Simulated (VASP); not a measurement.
# BN (cubic boron nitride) (F-43m) in VASP: a series of runs

BN (cubic boron nitride) is run at these levels: r2SCAN; tasks: single point, relaxation of cell and atoms.

Everything below comes from runs of VASP 6.6.1. Logs are shortened: lines on timing, memory, paths and dates and some standing lists are left out, and cuts for length are marked.

**1. The cell of the first run**

Symmetry: F-43m, No. 216, cubic system. Conventional cell: a = 3.610 Å, b = 3.610 Å, c = 3.610 Å, α = 90.00°, β = 90.00°, γ = 90.00°. Within 2.1 Å of B (site symmetry -43m) lie 4 N at 1.56 Å. N (site symmetry -43m) has 4 B at 1.56 Å within 2.1 Å.

**2. Single point, r2SCAN**

File POSCAR:

```
BN
1.0
    0.0000000000      1.8048001067      1.8048001067
    1.8048001067      0.0000000000      1.8048001067
    1.8048001067      1.8048001067      0.0000000000
B N
1 1
Direct
    0.0000000000      0.0000000000      0.0000000000
    0.2500000000      0.2500000000      0.2500000000
```

File INCAR.step1:

```
SYSTEM = BN
PREC = Accurate
ENCUT = 520
ISMEAR = 0
SIGMA = 0.01
LREAL = .FALSE.
LASPH = .TRUE.
NELM = 100
NBANDS = 11
GGA = PE
ALGO = Normal
EDIFF = 1E-4
LWAVE = .TRUE.
LCHARG = .FALSE.
```

File INCAR.step2:

```
SYSTEM = BN
PREC = Accurate
ENCUT = 520
EDIFF = 1E-7
ISMEAR = 0
SIGMA = 0.01
LREAL = .FALSE.
LASPH = .TRUE.
NELM = 100
ALGO = Normal
ISIF = 2
LWAVE = .FALSE.
LCHARG = .FALSE.
METAGGA = R2SCAN
LMIXTAU = .TRUE.
NBANDS = 11
ISTART = 1
```

File KPOINTS:

```
Automatic mesh
0
G
  10 10 10
  0 0 0
```

Potentials or basis: VASP PAW PBE potentials, release 64 (B, N).

Launch:

```console
$ cat potpaw_PBE.64/B/POTCAR potpaw_PBE.64/N/POTCAR > POTCAR
$ cp INCAR.step1 INCAR
$ mpirun -np 1 vasp_std > vasp.out
$ cp INCAR.step2 INCAR
$ mpirun -np 1 vasp_std > vasp.out
```

OUTCAR:

```text
SYSTEM = BN
   PREC = Accurate
   ENCUT = 520
   EDIFF = 1E-7
   ISMEAR = 0
   LREAL = .FALSE.
   LASPH = .TRUE.
   NELM = 100
   ISIF = 2
   METAGGA = R2SCAN
   ISTART = 1

 ion  position               nearest neighbor table
   1  0.000  0.000  0.000-   2 1.56   2 1.56   2 1.56   2 1.56
   2  0.250  0.250  0.250-   1 1.56   1 1.56   1 1.56   1 1.56

  LATTYP: Found a face centered cubic cell.
 ALAT       =     3.6096002134

  Lattice vectors:

 A1 = (   0.0000000000,   1.8048001067,   1.8048001067)
 A2 = (   1.8048001067,   0.0000000000,   1.8048001067)
 A3 = (   1.8048001067,   1.8048001067,   0.0000000000)

Analysis of symmetry for initial positions (statically):
=====================================================================
 Subroutine PRICEL returns:
 Original cell was already a primitive cell.

 Routine SETGRP: Setting up the symmetry group for a
 face centered cubic supercell.

 Subroutine GETGRP returns: Found 24 space group operations
 (whereof 24 operations were pure point group operations)
 out of a pool of 48 trial point group operations.

The static configuration has the point symmetry T_d .

Analysis of symmetry for dynamics (positions and initial velocities):
=====================================================================
 Subroutine PRICEL returns:
 Original cell was already a primitive cell.

 Routine SETGRP: Setting up the symmetry group for a
 face centered cubic supercell.

 Subroutine GETGRP returns: Found 24 space group operations
 (whereof 24 operations were pure point group operations)
 out of a pool of 48 trial point group operations.

The dynamic configuration has the point symmetry T_d .

 Subroutine INISYM returns: Found 24 space group operations
 (whereof 24 operations are pure point group operations),
 and found     1 'primitive' translations

----------------------------------------------------------------------------------------

                                     Primitive cell

  volume of cell :      11.7576

  direct lattice vectors                    reciprocal lattice vectors
     0.000000000  1.804800107  1.804800107    -0.277038991  0.277038991  0.277038991
     1.804800107  0.000000000  1.804800107     0.277038991 -0.277038991  0.277038991
     1.804800107  1.804800107  0.000000000     0.277038991  0.277038991 -0.277038991

  length of vectors
     2.552372788  2.552372788  2.552372788     0.479845608  0.479845608  0.479845608

  position of ions in fractional coordinates (direct lattice)
     0.000000000  0.000000000  0.000000000
     0.250000000  0.250000000  0.250000000

  ion indices of the primitive-cell ions
   primitive index   ion index
                 1           1
                 2           2

----------------------------------------------------------------------------------------

 KPOINTS: Automatic mesh

Automatic generation of k-mesh.
 Grid dimensions read from file:
 generate k-points for:   10   10   10

 Generating k-lattice:

  Cartesian coordinates                     Fractional coordinates (reciprocal lattice)
    -0.027703899  0.027703899  0.027703899     0.100000000  0.000000000  0.000000000
     0.027703899 -0.027703899  0.027703899     0.000000000  0.100000000  0.000000000
     0.027703899  0.027703899 -0.027703899     0.000000000  0.000000000  0.100000000

  Length of vectors
     0.047984561  0.047984561  0.047984561

  Shift w.r.t. Gamma in fractional coordinates (k-lattice)
     0.000000000  0.000000000  0.000000000

 Subroutine IBZKPT returns following result:
 ===========================================

 Found     47 irreducible k-points:

 Following reciprocal coordinates:
            Coordinates               Weight
  0.000000  0.000000  0.000000      1.000000
  0.100000  0.000000  0.000000      8.000000
  0.200000  0.000000  0.000000      8.000000
  0.300000  0.000000  0.000000      8.000000
  0.400000  0.000000  0.000000      8.000000
  0.500000  0.000000  0.000000      4.000000
[... 16 lines left out ...]
  0.300000  0.300000  0.000000      6.000000
  0.400000  0.300000  0.000000     24.000000
 [... further k-points ...]
   k-points           NKPTS =     47   k-points in BZ     NKDIM =     47   number of bands    NBANDS=     11
   number of dos      NEDOS =    301   number of ions     NIONS =      2
   total plane-waves  NPLWV =   8000
   dimension x,y,z NGX =    20 NGY =   20 NGZ =   20
   dimension x,y,z NGXF=    40 NGYF=   40 NGZF=   40
   ions per type =               1   1
   NGX,Y,Z   is equivalent  to a cutoff of  13.03, 13.03, 13.03 a.u.
   NGXF,Y,Z  is equivalent  to a cutoff of  26.05, 26.05, 26.05 a.u.
 SYSTEM =  BN
   PREC   = accura    normal or accurate (medium, high low for compatibility)
   ISTART =      1    job   : 0-new  1-cont  2-samecut
   ICHARG =      0    charge: 1-file 2-atom 10-const
   ISPIN  =      1    spin polarized calculation?
   LNONCOLLINEAR =      F non collinear calculations
   LSORBIT =      F    spin-orbit coupling
   LASPH  =      T    aspherical Exc in radial PAW
   ENCUT  =  520.0 eV  38.22 Ry    6.18 a.u.   4.75  4.75  4.75*2*pi/ulx,y,z
   NELM   =    100;   NELMIN=  2; NELMDL=  0     # of ELM steps
   EDIFF  = 0.1E-06   stopping-criterion for ELM
   LREAL  =      F    real-space projection
   EDIFFG = 0.1E-05   stopping-criterion for IOM
   NSW    =      0    number of steps for IOM
   IBRION =     -1    ionic relax: 0-MD 1-quasi-New 2-CG
   NFREE  =      0    steps in history (QN), initial steepest desc. (CG)
   ISIF   =      2    stress and relaxation
   ISYM   =      2    0-nonsym 1-usesym 2-fastsym
   POTIM  = 0.5000    time-step for ionic-motion
   TEBEG  =    0.0;   TEEND  =   0.0 temperature during run
   PSTRESS=    0.0 pullay stress
   NELECT =       8.0000    total number of electrons
   NUPDOWN=      -1.0000    fix difference up-down
   EMIN   =  10.00;   EMAX   =-10.00  energy-range for DOS
   EFERMI =   0.00;   METHOD = LEGACY
   ISMEAR =     0;   SIGMA  =   0.01  broadening in eV -4-tet -1-fermi 0-gaus
   EFERMI_NEDOS =   21; number of points for ismear=-14 and -15
   IALGO  =     38    algorithm
   IMIX   =      4    mixing-type and parameters
     AMIX     =   0.40;   BMIX     =  1.00
     AMIX_MAG =   1.60;   BMIX_MAG =  1.00
  volume/ion in A,a.u.               =       5.88        39.67
  Fermi-wavevector in a.u.,A,eV,Ry     =   1.439900  2.721017 28.209130  2.073313
  Thomas-Fermi vector in A             =   2.558704
   LORBIT       =      0    0 simple, 1 ext, 2 COOP (PROOUT), +10 PAW based schemes
   METAGGA = R2SCAN    functional components
   LHFCALC =     F    Hartree Fock is set to
   AEXX    =    0.0000 exact exchange contribution
   IVDW    =     0    specifies the selected vdW correction
   LEPSILON=     F    determine dielectric tensor
   LRPA    =     F    only Hartree local field effects (RPA)
 non-spin polarized calculation
 Gauss-broadening in eV      SIGMA  =   0.01
  energy-cutoff  :      520.00
  volume of cell :       11.76
 maximum number of plane-waves:       332
   NGX =  9   NGY =  9   NGZ =  9

 number of electron       7.9999999 magnetization

 Free energy of the ion-electron system (eV)
  ---------------------------------------------------
  ext. energy  EPLUGINS =         0.00000000
  ---------------------------------------------------
  free energy    TOTEN  =       -19.17158319 eV

  energy without entropy =      -19.17158319  energy(sigma->0) =      -19.17158319

 E-fermi :   7.4562     XC(G=0): -13.6701

 val. band max:        7.2977266230   @ k =   0.0000   0.0000   0.0000
 cond. band min:      12.2793922411   @ k =   0.5000   0.5000   0.0000
 fundamental gap:      4.9816656181
 Fermi energy:         7.4561531258

 k-point     1 :       0.0000    0.0000    0.0000
  band No.  band energies     occupation
      1     -14.0456      2.00000
      2       7.2977      2.00000
      3       7.2977      2.00000
      4       7.2977      2.00000
      5      16.8460      0.00000
      6      16.8460      0.00000
      7      16.8460      0.00000
      8      18.4371      0.00000
      9      33.5188      0.00000
     10      36.0965      0.00000
     11      36.0965      0.00000

 k-point     2 :       0.1000    0.0000    0.0000
  band No.  band energies     occupation
      1     -13.7930      2.00000
      2       5.9679      2.00000
      3       7.0347      2.00000
      4       7.0347      2.00000
      5      17.1417      0.00000
      6      17.2514      0.00000
      7      17.2514      0.00000
      8      19.2694      0.00000
      9      33.2170      0.00000
     10      33.5695      0.00000
     11      33.5695      0.00000

 k-point     3 :       0.2000    0.0000    0.0000
  band No.  band energies     occupation
      1     -13.0507      2.00000
      2       3.1225      2.00000
      3       6.4410      2.00000
      4       6.4410      2.00000
      5      17.5134      0.00000
      6      18.0887      0.00000
      7      18.0887      0.00000
      8      21.0591      0.00000
      9      32.0514      0.00000
     10      32.0514      0.00000
     11      32.4703      0.00000

 k-point     4 :       0.3000    0.0000    0.0000
  band No.  band energies     occupation
      1     -11.8830      2.00000
      2       0.0330      2.00000
      3       5.8374      2.00000
      4       5.8374      2.00000
      5      17.8374      0.00000
      6      18.6735      0.00000
      7      18.6736      0.00000
      8      22.5919      0.00000
      9      31.9693      0.00000
     10      32.3722      0.00000
     11      32.3722      0.00000
[... 239 lines left out ...]
 k-point    22 :      -0.2000    0.2000    0.0000
  band No.  band energies     occupation
      1     -11.4962      2.00000
      2       0.8381      2.00000
      3       2.8440      2.00000
      4       5.9493      2.00000
      5      18.6455      0.00000
      6      19.1121      0.00000
      7      19.7024      0.00000
      8      21.9843      0.00000
      9      29.5779      0.00000
     10      31.0947      0.00000
     11      35.6612      0.00000

 k-point    23 :       0.3000    0.3000    0.0000
  band No.  band energies     occupation
      1     -11.1752      2.00000
      2       1.7759      2.00000
      3       3.4771      2.00000
      4       3.4771      2.00000
      5      14.0400      0.00000
      6      18.7813      0.00000
      7      23.1597      0.00000
      8      23.1597      0.00000
      9      27.2953      0.00000
     10      36.3824      0.00000
     11      40.3998      0.00000

 k-point    24 :       0.4000    0.3000    0.0000
  band No.  band energies     occupation
      1     -10.1427      2.00000
      2       0.1591      2.00000
      3       2.5931      2.00000
      4       3.0482      2.00000
      5      13.9904      0.00000
      6      18.6269      0.00000
      7      23.9469      0.00000
      8      24.0636      0.00000
      9      28.3753      0.00000
     10      36.0666      0.00000
     11      40.5515      0.00000

 [... further k-points ...]
[... 5 lines left out ...]
  --------------------------------------------------------------------------------------
  -------------------------------------------------------------------------------------
  Total        0.0854350      0.0854350      0.0854350      0.0000000      0.0000000      0.0000000
  in kB       11.6420353     11.6420353     11.6420353      0.0000000      0.0000000      0.0000000
  external PRESSURE =      11.6420353 kB  Pullay stress =       0.0000000 kB

 VOLUME and BASIS-vectors are now :
 -----------------------------------------------------------------------------
  energy-cutoff  :      520.00
  volume of cell :       11.76
      direct lattice vectors                 reciprocal lattice vectors
     0.000000000  1.804800107  1.804800107    -0.277038991  0.277038991  0.277038991
     1.804800107  0.000000000  1.804800107     0.277038991 -0.277038991  0.277038991
     1.804800107  1.804800107  0.000000000     0.277038991  0.277038991 -0.277038991

 POSITION                                       TOTAL-FORCE (eV/Angst)
 -----------------------------------------------------------------------------------
      0.00000      0.00000      0.00000         0.000000      0.000000     -0.000000
      0.90240      0.90240      0.90240        -0.000000     -0.000000      0.000000
 -----------------------------------------------------------------------------------
    total drift:                                0.000000      0.000000      0.000000

  FREE ENERGIE OF THE ION-ELECTRON SYSTEM (eV)
  ---------------------------------------------------
  free  energy   TOTEN  =       -19.1715831940 eV

  energy  without entropy=      -19.1715831940  energy(sigma->0) =      -19.17158319
```

Wall time 18 s (1 thread of Intel Xeon Platinum 8375C at 2.90GHz (Ice Lake), shared host); peak memory 0.12 GiB.

What came out:

```yaml
Free_energy: -19.1716 eV
Pressure: 1.2 GPa
Band_gap_on_the_k_mesh: 4.98 eV, indirect (least direct gap 9.55 eV)
```

Levels at points of the mesh, in eV from the valence-band top:
```csv
k point,band 2,band 3,band 4,band 5,band 6,band 7
"(0.00, 0.00, 0.00)",0.00,0.00,0.00,9.55,9.55,9.55
"(0.50, 0.00, 0.00)",-11.13,-2.02,-2.02,10.85,11.49,11.49
"(0.50, 0.50, 0.00)",-9.35,-5.12,-5.12,4.98,9.84,19.33
```

Caveat: the PAW data sets were made with another functional, which shifts forces and pressure a little. A k mesh can miss the band edges.

**3. Relaxation of cell and atoms, r2SCAN**

This run uses another cell than the first one, of 5.91 Å³/atom, 1.004 times its volume.

File POSCAR:

```
BN
1.0
    0.0000000000      1.8075000000      1.8075000000
    1.8075000000      0.0000000000      1.8075000000
    1.8075000000      1.8075000000      0.0000000000
B N
1 1
Direct
    0.0000000000      0.0000000000      0.0000000000
    0.2500000000      0.2500000000      0.2500000000
```

File INCAR.step1:

```
PREC = Accurate
ENCUT = 600
ISMEAR = 0
SIGMA = 0.01
LREAL = F
LASPH = T
NELM = 60
GGA = PE
ALGO = Normal
EDIFF = 1E-4
LWAVE = T
LCHARG = F
```

File INCAR.step2:

```
PREC = Accurate
ENCUT = 600
EDIFF = 1E-6
ISMEAR = 0
SIGMA = 0.01
LREAL = F
LASPH = T
NELM = 60
ALGO = Normal
ISIF = 3
LWAVE = F
LCHARG = F
METAGGA = R2SCAN
LMIXTAU = T
IBRION = 2
NSW = 80
EDIFFG = -0.002
ISTART = 1
```

File KPOINTS:

```
Automatic mesh
0
Gamma
  10 10 10
```

Potentials or basis: VASP PAW PBE potentials, release 64 (B, N).

Launch:

```console
$ cat potpaw_PBE.64/B/POTCAR potpaw_PBE.64/N/POTCAR > POTCAR
$ cp INCAR.step1 INCAR
$ mpirun -np 1 vasp_std > vasp.out
$ cp INCAR.step2 INCAR
$ mpirun -np 1 vasp_std > vasp.out
```

Run time: 33 s. Hardware: 1 thread of Intel Xeon Platinum 8375C at 2.90GHz (Ice Lake), shared host; peak memory 0.12 GiB.

It converged, with:

```yaml
Free_energy: -19.1747 eV
Relaxed_volume: 5.90 Å³/atom
Relaxed_cell: a = 2.555 Å, b = 2.555 Å, c = 2.555 Å, α = 60.00°, β = 60.00°, γ = 60.00°
Space_group_after_relaxing_to_0.05_Å: F-43m (No. 216)
Energy_gained_by_relaxing: 0.0 meV/atom
Ionic_steps: 3
Pressure_after_relaxing: 0.0 GPa
Band_gap_on_the_k_mesh: 4.98 eV, indirect (least direct gap 9.53 eV)
```

Final structure:
```yaml
crystal:
  lattice:
    - [0.00000, 1.80668, 1.80668]
    - [1.80668, 0.00000, 1.80668]
    - [1.80668, 1.80668, 0.00000]
  atoms:
    - { symbol: B, position: [0.00000, 0.00000, 0.00000] }
    - { symbol: N, position: [0.25000, 0.25000, 0.25000] }
```

Levels at points of the mesh, in eV from the valence-band top:
```csv
k point,band 2,band 3,band 4,band 5,band 6,band 7
"(0.00, 0.00, 0.00)",0.00,0.00,0.00,9.53,9.53,9.53
"(0.50, 0.00, 0.00)",-11.10,-2.02,-2.02,10.80,11.48,11.48
"(0.50, 0.50, 0.00)",-9.33,-5.10,-5.10,4.98,9.82,19.28
```

Caveat: the PAW data sets were made with another functional, which shifts forces and pressure a little.
